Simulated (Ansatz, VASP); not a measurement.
One calculation of P, two programs

INCAR

```
SYSTEM = P
  PREC = Accurate
  ENCUT = 520
  EDIFF = 1E-7
  ISMEAR = 0
  SIGMA = 0.05
  LREAL = .False.
  LASPH = .True.
  NELM = 100
  ALGO = Normal
  ISIF = 2
  LWAVE = .False.
  LCHARG = .False.
  LDIPOL = .True.
  IDIPOL = 3
  DIPOL = 0.5 0.5 0.391
  GGA = PE
  IVDW = 12
  NBANDS = 30
```

Contents of KPOINTS:

```
Automatic mesh
0
Gamma
  8 6 1
  0 0 0
```

File POSCAR:

```
P
1.0
    3.2961869271      0.0000000000      0.0000000000
    0.0000000000      4.4391555608      0.0000000000
    0.0000000000      0.0000000000     21.7461973993
P
8
Direct
    0.5000000000      0.9174951521      0.2069327302
    0.0000000000      0.5825048479      0.2069327302
    0.5000000000      0.0825048479      0.3045635326
    0.0000000000      0.4174951521      0.3045635326
    1.3750000000      0.9575048479      0.4774673249
    0.8750000000      0.6225145437      0.4774673249
    1.3750000000      0.1225145437      0.5750981273
    0.8750000000      0.4575048479      0.5750981273
```

Input for Ansatz:

```yaml
crystal:
  lattice:
    - [3.2961869271, 0.0, 0.0]
    - [0.0, 4.4391555608, 0.0]
    - [0.0, 0.0, 21.7461973993]
  atoms:
    - { symbol: P, position: [0.5, 0.9174951521, 0.2069327302] }
    - { symbol: P, position: [0.0, 0.5825048479, 0.2069327302] }
    - { symbol: P, position: [0.5, 0.0825048479, 0.3045635326] }
    - { symbol: P, position: [0.0, 0.4174951521, 0.3045635326] }
    - { symbol: P, position: [1.375, 0.9575048479, 0.4774673249] }
    - { symbol: P, position: [0.875, 0.6225145437, 0.4774673249] }
    - { symbol: P, position: [1.375, 0.1225145437, 0.5750981273] }
    - { symbol: P, position: [0.875, 0.4575048479, 0.5750981273] }
basis:
  ecutwfc: 420
kpoints:
  mp_grid: { grid: [8, 6, 1] }
hamiltonian:
  xc: pbe
  dispersion: d3bj
scf:
  occupations: { method: gaussian, width: 0.05 }
output:
  forces: true
  eigenvalues: true
efield:
  axis: 3
  dipole_correction: true
  ramp_width: 0.04
```

Alike in both runs: task single point; functional PBE; dispersion D3(BJ); k mesh 8 × 6 × 1; occupations gaussian, width 0.05 eV; no spin polarisation.

|  | VASP | Ansatz |
| --- | --- | --- |
| version | VASP 6.6.1 | Ansatz 0.2.0 |
| potentials or method | VASP PAW PBE potentials, release 64 (P), cutoff 520 eV | scalar-relativistic, plane waves, PAW |
| valence electrons in the cell | 40 | 40 |

VASP gave:

| Item | Value |
| --- | --- |
| gap on the k mesh at the Fermi level (eV) | 0.41 |
| least direct gap on the mesh (eV) | 0.41 |
| rms of the force components (eV/Å) | 0.033 |

Problem. Which values does Ansatz return?

Solution. gap on the k mesh at the Fermi level (eV): 0.40; least direct gap on the mesh (eV): 0.40; rms of the force components (eV/Å): 0.045.

Atom by atom the forces differ by 0.031 eV/Å (rms over components).
